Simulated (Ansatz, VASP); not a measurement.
**SiGe in VASP and in Ansatz**

```
Si Ge
1.0
     3.90060    0.00000    0.00000
    -1.95030    3.37802    0.00000
     0.00000    0.00000    6.44339
Si Ge
2 2
Direct
  0.66667 0.33333 0.87455
  0.33333 0.66667 0.37455
  0.66667 0.33333 0.50045
  0.33333 0.66667 0.00045
```

Alike in both runs: task single point; functional PBEsol; k mesh 12 × 12 × 6; occupations gaussian, width 0.03 eV; no spin polarisation.

|  | VASP | Ansatz |
| --- | --- | --- |
| version | VASP 6.6.1 | Ansatz 0.2.0 |
| potentials or method | VASP PAW PBE potentials, release 64 (Si, Ge_d), cutoff 520 eV | scalar-relativistic, plane waves, PAW |
| valence electrons in the cell | 36 | 36 |

Ansatz gave:

| Property | Result |
| --- | --- |
| gap on the k mesh at the Fermi level (eV) | 0.35 |
| least direct gap on the mesh (eV) | 0.40 |
| pressure (GPa) | 0.0 |

**Question.** Which values does VASP return?

**Answer.** gap on the k mesh at the Fermi level (eV): 0.35; least direct gap on the mesh (eV): 0.41; pressure (GPa): 0.0.

VASP's potentials were made for PBE, not for PBEsol. With one functional, cell and mesh, what is left measures potentials, basis and numerics.
